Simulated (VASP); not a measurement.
Write the native input for VASP 6.6.1 that does the following.

```yaml
Task: single point
Functional: PBE
Potentials_or_basis: VASP PAW PBE potentials, release 64 (Hg_sv_GW, Os_sv_GW)
Cutoff: 560 eV
k_mesh: 12 × 12 × 12
Occupations: gaussian, width 0.1 eV
Spin: no spin polarisation
Dipole_correction: no
Further_INCAR_settings: ALGO = Normal; EDIFF = 1e-06; NBANDS = 42
```

The structure of HgOs3 lies in POSCAR:

```
HgOs3
1.0
    3.9715950689      0.0000000000      0.0000000000
    0.0000000000      3.9715950689      0.0000000000
    0.0000000000      0.0000000000      3.9715950689
Hg Os
1 3
Direct
    0.0000000000      0.0000000000      0.0000000000
    0.0000000000      0.5000000000      0.5000000000
    0.5000000000      0.0000000000      0.5000000000
    0.5000000000      0.5000000000      0.0000000000
```

These files were run (other wordings do the same):

INCAR

```
PREC     = Accurate       # precision mode
ENCUT    = 560            # plane-wave cutoff, eV
EDIFF    = 1E-6           # SCF threshold, eV
ISMEAR   = 0              # smearing method
SIGMA    = 0.1            # smearing width, eV
LREAL    = False          # projectors in reciprocal space
LASPH    = True           # aspherical terms in the spheres
NELM     = 120            # most SCF steps
ALGO     = Normal         # electronic algorithm
ISIF     = 2              # what is computed and relaxed
LWAVE    = False          # write WAVECAR
LCHARG   = True           # write CHGCAR
GGA      = PE             # functional
LELF     = True           # ELF
LVHAR    = True         
NBANDS   = 42             # bands
GGA_COMPAT= False
```

KPOINTS

```
Automatic mesh
0
Gamma
  12 12 12
```

Potentials or basis: VASP PAW PBE potentials, release 64 (Hg_sv_GW, Os_sv_GW).

The run is started by

```console
$ cat potpaw_PBE.64/Hg_sv_GW/POTCAR potpaw_PBE.64/Os_sv_GW/POTCAR > POTCAR
$ mpirun -np 1 vasp_std > vasp.out
```

It gave:

```json
{
 "Pressure": "-1.0 GPa",
 "Band gap on the k mesh": "zero (bands 34 and 35 overlap by 1.75 eV)"
}
```

Caveat: spin-orbit coupling is left out, which moves the levels of the heavy elements.

Run time: 93 s on 1 thread of Intel(R) Xeon(R) 6975P-C (Granite Rapids) (shared host), peak memory 0.36 GiB.
